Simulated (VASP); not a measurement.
Input of a VASP 6.6.1 run:

INCAR

```
SYSTEM = ScAl3N4
  PREC = Accurate
  ENCUT = 600
  EDIFF = 1E-7
  ISMEAR = 0
  SIGMA = 0.01
  LREAL = Auto
  LASPH = .TRUE.
  NELM = 80
  ALGO = Normal
  ISIF = 3
  LWAVE = .FALSE.
  LCHARG = .FALSE.
  GGA = PE
  IBRION = 2
  NSW = 80
  EDIFFG = -0.001
```

The input KPOINTS:

```
regular mesh
0
G
  4 4 6
  0 0 0
```

File POSCAR:

```
ScAl3N4
1.0
    6.4831549946      0.0000000000      0.0000000000
    0.0000000000      5.6099080262      0.0000000000
    0.0000000000      0.0000000000      5.0646774199
Sc Al N
2 6 8
Direct
    0.0000000000      0.8365687316      0.9908247980
    0.5000000000      0.1634312684      0.4908247980
    0.0000000000      0.1787810440      0.5048895718
    0.5000000000      0.8212189560      0.0048895718
    0.2502942939      0.3377761374      0.0045113991
    0.7502942939      0.6622238626      0.5045113991
    0.2497057061      0.6622238626      0.5045113991
    0.7497057061      0.3377761374      0.0045113991
    0.0000000000      0.1956394809      0.8813122387
    0.0000000000      0.8413794403      0.4186452480
    0.2341348432      0.3439906215      0.3801526727
    0.7658651568      0.3439906215      0.3801526727
    0.5000000000      0.8043605191      0.3813122387
    0.5000000000      0.1586205597      0.9186452480
    0.7341348432      0.6560093785      0.8801526727
    0.2658651568      0.6560093785      0.8801526727
```

Potentials or basis: VASP PAW PBE potentials, release 64 (Sc_sv, Al, N).

The run is started by

```sh
$ cat potpaw_PBE.64/Sc_sv/POTCAR potpaw_PBE.64/Al/POTCAR potpaw_PBE.64/N/POTCAR > POTCAR
$ mpirun -np 1 vasp_std > vasp.out
```

Q: Predict the relaxed volume.

A: 11.51 Å³/atom.

Q: What does it give for the relaxed cell?

A: a = 6.482 Å, b = 5.609 Å, c = 5.065 Å, α = 90.00°, β = 90.00°, γ = 90.00°.

Q: Predict the space group after relaxing (to 0.1 Å).

A: Pmn2_1 (No. 31).

Q: Estimate the band gap on the k mesh.

A: 3.67 eV.

The path:
```tsv
step	energy change (eV)	largest force (eV/Å)	pressure (GPa)	volume (Å³)
1	0.0000	0.0646	-0.04	184.20
2	-0.0007	0.0212	0.01	184.13
3	-0.0007	0.0203	0.01	184.13
4	-0.0008	0.0060	0.00	184.15
5	-0.0008	0.0070	0.00	184.15
6	-0.0008	0.0073	-0.01	184.15
7	-0.0008	0.0021	0.00	184.15
8	-0.0008	0.0024	0.00	184.15
9	-0.0008	0.0018	0.00	184.15
10	-0.0008	0.0019	0.00	184.15
11	-0.0008	0.0019	0.00	184.15
12	-0.0008	0.0012	0.00	184.15
13	-0.0008	0.0014	0.00	184.15
14	-0.0008	0.0009	0.00	184.15
```

A k mesh can miss the band edges.
